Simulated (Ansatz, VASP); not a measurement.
**AlGa3N4 in VASP and in Ansatz**

File INCAR:

```
PREC     = Accurate       # precision mode
ENCUT    = 520            # plane-wave cutoff, eV
EDIFF    = 1E-7           # SCF threshold, eV
ISMEAR   = 0              # smearing method
SIGMA    = 0.05           # smearing width, eV
LREAL    = F              # projectors in reciprocal space
LASPH    = T              # aspherical terms in the spheres
NELM     = 100            # most SCF steps
ALGO     = Normal         # electronic algorithm
ISIF     = 2              # what is computed and relaxed
LWAVE    = F              # write WAVECAR
LCHARG   = F              # write CHGCAR
GGA      = CA             # functional
NBANDS   = 41             # bands
```

Contents of KPOINTS:

```
regular mesh
0
Gamma
  6 6 6
```

Contents of POSCAR:

```
AlGa3N4
1.0
    4.5588671544      0.2843948881      0.2843948881
    0.2843948881      4.5588671544      0.2843948881
    0.2843948881      0.2843948881      4.5588671544
Al Ga N
1 3 4
Direct
    0.0000000000      0.0000000000      0.0000000000
    0.5000000000      0.5000000000      0.0000000000
    0.5000000000      0.0000000000      0.5000000000
    0.0000000000      0.5000000000      0.5000000000
    0.7548078379      0.7548078379      0.2451921621
    0.7548078379      0.2451921621      0.7548078379
    0.2451921621      0.7548078379      0.7548078379
    0.2451921621      0.2451921621      0.2451921621
```

Input for Ansatz:

```yaml
crystal:
  lattice:
    - [4.5588671544, 0.2843948881, 0.2843948881]
    - [0.2843948881, 4.5588671544, 0.2843948881]
    - [0.2843948881, 0.2843948881, 4.5588671544]
  atoms:
    - { symbol: Al, position: [0.0, 0.0, 0.0] }
    - { symbol: Ga, position: [0.5, 0.5, 0.0] }
    - { symbol: Ga, position: [0.5, 0.0, 0.5] }
    - { symbol: Ga, position: [0.0, 0.5, 0.5] }
    - { symbol: "N", position: [0.7548078379, 0.7548078379, 0.2451921621] }
    - { symbol: "N", position: [0.7548078379, 0.2451921621, 0.7548078379] }
    - { symbol: "N", position: [0.2451921621, 0.7548078379, 0.7548078379] }
    - { symbol: "N", position: [0.2451921621, 0.2451921621, 0.2451921621] }
basis:
  ecutwfc: 520.0
kpoints:
  mp_grid: { grid: [6, 6, 6] }
hamiltonian:
  xc: lda
  pseudopotentials: { kind: paw, azcp: { folder: soft_1 } }
scf:
  occupations: { method: gaussian, width: 0.05 }
output:
  forces: true
  stress: true
  eigenvalues: true
```

Alike in both runs: task single point; functional LDA; k mesh 6 × 6 × 6; occupations gaussian, width 0.05 eV; no spin polarisation.

```csv
,VASP,Ansatz
version,VASP 6.6.1,Ansatz 0.2.0
potentials or method,"VASP PAW LDA potentials, release 64 (Al, Ga_d, N), cutoff 520 eV","scalar-relativistic, plane waves, PAW"
valence electrons in the cell,62,62
```

|  | VASP | Ansatz | Ansatz less VASP |
| --- | --- | --- | --- |
| gap on the k mesh at the Fermi level (eV) | 0.82 | 0.83 | +0.008 |
| least direct gap on the mesh (eV) | 0.82 | 0.83 | +0.008 |
| pressure (GPa) | -5.3 | -6.1 | -0.83 |
| traceless stress, the component that is largest in VASP (GPa) | -17.66 | -17.37 | +0.296 |
| rms of the force components (eV/Å) | 0.089 | 0.061 | -0.0276 |

Ansatz warns that its potentials were made for another functional, while VASP's fit it. LDA's correlation is that of Perdew and Zunger in VASP and of Perdew and Wang (1992) in Ansatz. Atom by atom the forces differ by 0.035 eV/Å (rms over components).
